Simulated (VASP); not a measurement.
# Al3Te3H (Pm-3m) in VASP: a series of runs, part 2 of 2

VASP 6.6.1. The steps go on from the part before.

## (3) Relaxation of cell and atoms, PBE

This run uses another cell than the first one, of 15.47 Å³/atom, 0.623 times its volume.

The input, INCAR:

```
SYSTEM = Al3Te3H
PREC = Accurate
ENCUT = 600
EDIFF = 1E-6
ISMEAR = 0
SIGMA = 0.1
LREAL = .FALSE.
LASPH = .TRUE.
NELM = 80
ALGO = Normal
ISIF = 3
LWAVE = .FALSE.
LCHARG = .FALSE.
GGA = PE
IBRION = 2
NSW = 90
EDIFFG = -0.04
```

The input, KPOINTS:

```
regular mesh
0
G
  4 4 4
  0 0 0
```

The input, POSCAR:

```
Al3Te3H
1.0
    4.7664503900      0.0000000000      0.0000000000
    0.0000000000      4.7664503900      0.0000000000
    0.0000000000      0.0000000000      4.7664503900
Al Te H
3 3 1
Direct
    0.0000000000      0.5000000000      0.5000000000
    0.5000000000      0.0000000000      0.5000000000
    0.5000000000      0.5000000000      0.0000000000
    0.5000000000      0.0000000000      0.0000000000
    0.0000000000      0.5000000000      0.0000000000
    0.0000000000      0.0000000000      0.5000000000
    0.5000000000      0.5000000000      0.5000000000
```

Potentials or basis: VASP PAW PBE potentials, release 64 (Al, Te, H).

Command:

```sh
> cat potpaw_PBE.64/Al/POTCAR potpaw_PBE.64/Te/POTCAR potpaw_PBE.64/H/POTCAR > POTCAR
> mpirun -np 1 vasp_std > vasp.out
```

OUTCAR:

```text
SYSTEM = Al3Te3H
   PREC = Accurate
   ENCUT = 600
   EDIFF = 1E-6
   ISMEAR = 0
   LREAL = .FALSE.
   LASPH = .TRUE.
   NELM = 80
   ISIF = 3
   GGA = PE
   IBRION = 2
   NSW = 90
   EDIFFG = -0.04

 ion  position               nearest neighbor table
   1  0.000  0.500  0.500-   5 2.38   6 2.38   5 2.38   6 2.38
   2  0.500  0.000  0.500-   4 2.38   6 2.38   4 2.38   6 2.38
   3  0.500  0.500  0.000-   4 2.38   5 2.38   4 2.38   5 2.38
   4  0.500  0.000  0.000-   2 2.38   3 2.38   2 2.38   3 2.38   5 3.37   6 3.37   6 3.37   5 3.37
                             5 3.37   6 3.37   6 3.37   5 3.37
   5  0.000  0.500  0.000-   1 2.38   3 2.38   1 2.38   3 2.38   4 3.37   6 3.37   4 3.37   6 3.37
                             6 3.37   6 3.37   4 3.37   4 3.37
   6  0.000  0.000  0.500-   1 2.38   2 2.38   1 2.38   2 2.38   4 3.37   5 3.37   4 3.37   5 3.37
                             5 3.37   5 3.37   4 3.37   4 3.37
   7  0.500  0.500  0.500-

  LATTYP: Found a simple cubic cell.
 ALAT       =     4.7664503900

  Lattice vectors:

 A1 = (   4.7664503900,   0.0000000000,   0.0000000000)
 A2 = (   0.0000000000,   4.7664503900,   0.0000000000)
 A3 = (   0.0000000000,   0.0000000000,   4.7664503900)

Analysis of symmetry for initial positions (statically):
=====================================================================
 Subroutine PRICEL returns:
 Original cell was already a primitive cell.

 Routine SETGRP: Setting up the symmetry group for a
 simple cubic supercell.

 Subroutine GETGRP returns: Found 48 space group operations
[... 137 lines left out ...]
   GGA     = PE    functional components
   LHFCALC =     F    Hartree Fock is set to
   AEXX    =    0.0000 exact exchange contribution
   IVDW    =     0    specifies the selected vdW correction
   LEPSILON=     F    determine dielectric tensor
   LRPA    =     F    only Hartree local field effects (RPA)
 conjugate gradient relaxation of ions
 non-spin polarized calculation
 Gauss-broadening in eV      SIGMA  =   0.10
  energy-cutoff  :      600.00
  volume of cell :      108.29
 maximum number of plane-waves:      3695
 NGX is ok and might be reduce to    40
   NGX = 19   NGY = 19   NGZ = 19

--------------------------------------- Ionic step        1  -------------------------------------------

 number of electron      27.9999999 magnetization

 Free energy of the ion-electron system (eV)
  ---------------------------------------------------
  ext. energy  EPLUGINS =         0.00000000
  ---------------------------------------------------
  free energy    TOTEN  =       -14.69555413 eV

  energy without entropy =      -14.68176775  energy(sigma->0) =      -14.68866094

 E-fermi :  11.7346     XC(G=0): -11.0276

 val. band max:       11.7151616312   @ k =   0.5000   0.2500   0.2500
 cond. band min:      11.7396861256   @ k =   0.5000   0.5000   0.5000
 fundamental gap:      0.0245244943
 Fermi energy:        11.7345926833
[... 547 lines left out ...]
--------------------------------------- Ionic step        4  -------------------------------------------

 number of electron      28.0000002 magnetization

 Free energy of the ion-electron system (eV)
  ---------------------------------------------------
  ext. energy  EPLUGINS =         0.00000000
  ---------------------------------------------------
  free energy    TOTEN  =       -22.16124740 eV

  energy without entropy =      -22.12222168  energy(sigma->0) =      -22.14173454

 E-fermi :   5.2988     XC(G=0):  -8.9745

 val. band max:        5.2709376516   @ k =   0.2500   0.0000   0.0000
 cond. band min:       5.3244324387   @ k =   0.5000   0.5000   0.5000
 fundamental gap:      0.0534947871
 Fermi energy:         5.2988403129
[... 242 lines left out ...]
  FREE ENERGIE OF THE ION-ELECTRON SYSTEM (eV)
  ---------------------------------------------------
  free  energy   TOTEN  =       -22.1612474007 eV

  energy  without entropy=      -22.1222216802  energy(sigma->0) =      -22.14173454

 reached required accuracy - stopping structural energy minimisation
```

OSZICAR:

```text
N       E                     dE             d eps       ncg     rms          rms(c)
DAV:   1     0.131997985342E+03    0.13200E+03   -0.12297E+04   360   0.148E+03
DAV:   2    -0.579551236581E+01   -0.13779E+03   -0.13517E+03   452   0.203E+02
DAV:   3    -0.148679969615E+02   -0.90725E+01   -0.89223E+01   452   0.526E+01
[... 46 lines left out ...]
DAV:   4    -0.221619097803E+02    0.30455E-02   -0.29931E-03   380   0.243E-01    0.151E-01
DAV:   5    -0.221612453454E+02    0.66443E-03   -0.14273E-03   406   0.167E-01    0.196E-01
DAV:   6    -0.221612454720E+02   -0.12662E-06   -0.74372E-05   446   0.469E-02    0.121E-01
DAV:   7    -0.221612467060E+02   -0.12340E-05   -0.71096E-06   404   0.133E-02    0.315E-02
DAV:   8    -0.221612474007E+02   -0.69467E-06   -0.28532E-06   306   0.720E-03
   4 F= -.22161247E+02 E0= -.22141735E+02  d E =-.746569E+01
```

CONTCAR:

```text
Al3Te3H
   1.00000000000000
     5.6063637655028895    0.0000000000000000   -0.0000000000000000
     0.0000000000000000    5.6063637655028895    0.0000000000000000
    -0.0000000000000000    0.0000000000000000    5.6063637655028895
  Al              Te              H
     3     3     1
Direct
     0.0000000000000000    0.5000000000000000    0.5000000000000000
     0.5000000000000000    0.0000000000000000    0.5000000000000000
     0.5000000000000000    0.5000000000000000    0.0000000000000000
     0.5000000000000000    0.0000000000000000    0.0000000000000000
     0.0000000000000000    0.5000000000000000    0.0000000000000000
     0.0000000000000000    0.0000000000000000    0.5000000000000000
     0.5000000000000000    0.5000000000000000    0.5000000000000000

  0.00000000E+00  0.00000000E+00  0.00000000E+00
  0.00000000E+00  0.00000000E+00  0.00000000E+00
  0.00000000E+00  0.00000000E+00  0.00000000E+00
  0.00000000E+00  0.00000000E+00  0.00000000E+00
  0.00000000E+00  0.00000000E+00  0.00000000E+00
  0.00000000E+00  0.00000000E+00  0.00000000E+00
  0.00000000E+00  0.00000000E+00  0.00000000E+00
```

Wall time 84 s (1 thread of AMD EPYC 7R13 (Zen 3), shared host); peak memory 0.22 GiB.

What came out:

| Quantity | Value |
| --- | --- |
| Free energy | -22.1612 eV |
| Relaxed volume | 25.17 Å³/atom |
| Relaxed cell | a = 5.606 Å, b = 5.606 Å, c = 5.606 Å, α = 90.00°, β = 90.00°, γ = 90.00° |
| Space group after relaxing (to 0.05 Å) | Pm-3m (No. 221) |
| Energy gained by relaxing | 1066.5 meV/atom |
| Ionic steps | 4 |
| Pressure after relaxing | -0.2 GPa |
| Band gap on the k mesh | zero (band 14 reaches 7.37 eV, above the bottom of band 15 at 4.68 eV) |

The path:
| step | energy change (eV) | largest force (eV/Å) | pressure (GPa) | volume (Å³) |
| --- | --- | --- | --- | --- |
| 1 | 0.0000 | 0.0000 | 54.69 | 108.29 |
| 2 | -6.6887 | 0.0000 | -5.47 | 213.91 |
| 3 | -7.4532 | 0.0000 | 1.00 | 171.12 |
| 4 | -7.4657 | 0.0000 | -0.16 | 176.22 |

Final structure:
```xyz
7
Lattice="5.6064 0.0000 0.0000 0.0000 5.6064 0.0000 0.0000 0.0000 5.6064" Properties=species:S:1:pos:R:3 pbc="T T T"
Al    0.0000    2.8032    2.8032
Al    2.8032    0.0000    2.8032
Al    2.8032    2.8032    0.0000
Te    2.8032    0.0000    0.0000
Te    0.0000    2.8032    0.0000
Te    0.0000    0.0000    2.8032
H     2.8032    2.8032    2.8032
```

Caveat: the volume moved by over 15 % at a fixed basis, so the end points are rough; spin-orbit coupling is left out, which moves the levels of the heavy elements.
